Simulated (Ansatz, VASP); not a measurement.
# One calculation of Al, two programs

The input INCAR:

```
PREC = Accurate ; ENCUT = 520
EDIFF = 1E-7 ; ISMEAR = 0
SIGMA = 0.15 ; LREAL = F
LASPH = T ; NELM = 100
ALGO = Fast ; ISIF = 2
LWAVE = F ; LCHARG = F
GGA = PS ; NBANDS = 22
```

The input KPOINTS:

```
Automatic mesh
0
Gamma
  10 10 10
```

POSCAR

```
Al
1.0
   -4.0479600000      4.0479600000      0.0000000000
   -4.0479600000      0.0000000000      4.0479600000
    0.0000000000      4.0479600000      4.0479600000
Al
8
Direct
    0.0000000000      0.0000000000      0.0000000000
    0.5000000000      0.0000000000      0.0000000000
    0.0000000000      0.5000000000      0.0000000000
    0.0000000000      0.0000000000      0.5000000000
    0.5000000000      0.5000000000      0.0000000000
    0.5000000000      0.0000000000      0.5000000000
    0.0000000000      0.5000000000      0.5000000000
    0.5000000000      0.5000000000      0.5000000000
```

Input for Ansatz:

```yaml
crystal:
  lattice:
    - [-4.04796, 4.04796, 0.0]
    - [-4.04796, 0.0, 4.04796]
    - [0.0, 4.04796, 4.04796]
  atoms:
    - { symbol: Al, position: [0.0, 0.0, 0.0] }
    - { symbol: Al, position: [0.5, 0.0, 0.0] }
    - { symbol: Al, position: [0.0, 0.5, 0.0] }
    - { symbol: Al, position: [0.0, 0.0, 0.5] }
    - { symbol: Al, position: [0.5, 0.5, 0.0] }
    - { symbol: Al, position: [0.5, 0.0, 0.5] }
    - { symbol: Al, position: [0.0, 0.5, 0.5] }
    - { symbol: Al, position: [0.5, 0.5, 0.5] }
basis:
  ecutwfc: 420
kpoints:
  mp_grid: { grid: [10, 10, 10] }
hamiltonian:
  xc: pbesol
scf:
  occupations: { method: gaussian, width: 0.15 }
output:
  forces: true
  stress: true
  eigenvalues: true
```

Alike in both runs: task single point; functional PBEsol; k mesh 10 × 10 × 10; occupations gaussian, width 0.15 eV; no spin polarisation.

|  | VASP | Ansatz |
| --- | --- | --- |
| version | VASP 6.6.1 | Ansatz 0.2.0 |
| potentials or method | VASP PAW PBE potentials, release 64 (Al), cutoff 520 eV | scalar-relativistic, plane waves, PAW |
| valence electrons in the cell | 24 | 24 |

|  | VASP | Ansatz | Ansatz less VASP |
| --- | --- | --- | --- |
| gap on the k mesh at the Fermi level (eV) | none | none | - |
| pressure (GPa) | -1.9 | -1.9 | -0.05 |

VASP's potentials were made for PBE, not for PBEsol. A gap of «none» marks a metal or a gap that the smearing closes.
